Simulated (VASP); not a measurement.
Here is a VASP 6.6.1 calculation.

Contents of INCAR:

```
  PREC = Accurate
  ENCUT = 520
  EDIFF = 1E-6
  ISMEAR = 0
  SIGMA = 0.1
  LREAL = False
  LASPH = True
  NELM = 100
  ALGO = Fast
  ISIF = 2
  LWAVE = False
  LCHARG = False
  GGA = PE
  NBANDS = 10
```

The input KPOINTS:

```
regular mesh
0
Gamma
  16 16 16
```

POSCAR

```
Na
1.0
   -1.8572098088      1.8572098088      2.8312220070
    1.8572098088     -1.8572098088      2.8312220070
    1.8572098088      1.8572098088     -2.8312220070
Na
1
Direct
    0.0000000000      0.0000000000      0.0000000000
```

Potentials or basis: VASP PAW PBE potentials, release 64 (Na_pv).

The run is started by

```bash
$ cat potpaw_PBE.64/Na_pv/POTCAR > POTCAR
$ mpirun -np 1 vasp_std > vasp.out
```

**Question.** Estimate the pressure.

**Answer.** -0.5 GPa.

**Question.** Predict the band gap on the k mesh.

**Answer.** Zero (an odd number of electrons rules out a gap without spin polarisation).

Stress tensor (GPa, compression positive):
```
-0.36  0.00  0.00
 0.00 -0.36  0.00
 0.00  0.00 -0.64
```

Caveat: the cell differs from its parent crystal (strained).
